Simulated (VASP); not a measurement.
Wanted: the native input for a VASP 6.6.1 run.

```
Task                   : single point
Functional             : PBE
Potentials or basis    : VASP PAW PBE potentials, release 64 (Ga_d, Re, Sb)
Cutoff                 : 520 eV
k mesh                 : 3 × 3 × 4
Occupations            : gaussian, width 0.1 eV
Spin                   : no spin polarisation
Dipole correction      : no
Further INCAR settings : ALGO = Normal; EDIFF = 1e-07; NBANDS = 30
```

The structure of GaRe2Sb3 lies in POSCAR:

```
GaRe2Sb3
1.0
    6.2312266000      0.0000000000      0.0000000000
   -3.1156133000      5.3964005400      0.0000000000
    0.0000000000      0.0000000000      5.0168448300
Ga Re Sb
1 2 3
Direct
    0.0000000000      0.0000000000      0.5000000000
    0.3333333300      0.6666666700      0.5000000000
    0.3333333300      0.6666666700      0.0000000000
    0.5126621200      0.4873378800      0.5000000000
    0.5126621200      0.0253242400      0.5000000000
    0.9746757600      0.4873378800      0.5000000000
```

The cell was built from a structure type or drawn by symmetry, and may not be a known phase.

These files were run (other wordings do the same):

INCAR

```
PREC = Accurate
ENCUT = 520
EDIFF = 1E-7
ISMEAR = 0
SIGMA = 0.1
LREAL = F
LASPH = T
NELM = 60
ALGO = Normal
ISIF = 2
LWAVE = F
LCHARG = F
GGA = PE
NBANDS = 30
```

KPOINTS

```
Automatic mesh
0
Gamma
  3 3 4
```

Potentials or basis: VASP PAW PBE potentials, release 64 (Ga_d, Re, Sb).

Command:

```bash
$ cat potpaw_PBE.64/Ga_d/POTCAR potpaw_PBE.64/Re/POTCAR potpaw_PBE.64/Sb/POTCAR > POTCAR
$ mpirun -np 1 vasp_std > vasp.out
```

Results of the run:

* Pressure: 52.8 GPa
* Largest force: 25.663 eV/Å
* Band gap on the k mesh: zero (bands 21 and 22 overlap by 0.51 eV)

Caveat: the k points lie up to 0.39 Å⁻¹ apart, too coarse for converged energies and pressures of a metal; atoms lie so close that the PAW spheres overlap strongly, which falsifies energies and pressures; spin-orbit coupling is left out, which moves the levels of the heavy elements; forces of over 1 eV/Å act on the atoms, so gaps and moduli don't describe the material at rest.

Wall time 82 s on 1 thread of Intel(R) Xeon(R) Platinum 8259CL CPU @ 2.50GHz (Skylake/Cascade Lake), on a shared host, peak memory 0.31 GiB.
